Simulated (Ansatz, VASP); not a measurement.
## Two plane-wave programs on BP

```
B P
1.0
     0.00000    2.17291    2.17291
     2.17291    0.00000    2.17291
     2.17291    2.17291    0.00000
B P
1 1
Direct
  0.00000 0.00000 0.00000
  0.25000 0.25000 0.25000
```

Alike in both runs: task single point; functional PBE; k mesh 10 × 10 × 10; no spin polarisation.

|  | VASP | Ansatz |
| --- | --- | --- |
| version | VASP 6.6.1 | Ansatz 0.2.0 |
| potentials or method | VASP PAW PBE potentials, release 64 (B, P), cutoff 500 eV | scalar-relativistic, plane waves, PAW |
| occupations | gaussian, width 0.01 eV | fixed |
| valence electrons in the cell | 8 | 8 |

Ansatz gave:

```
gap on the k mesh at the Fermi level (eV) : 1.06
least direct gap on the mesh (eV)         : 3.64
```

Problem. What did VASP give for the same quantities?

Solution. gap on the k mesh at the Fermi level (eV): 1.06; least direct gap on the mesh (eV): 3.63.
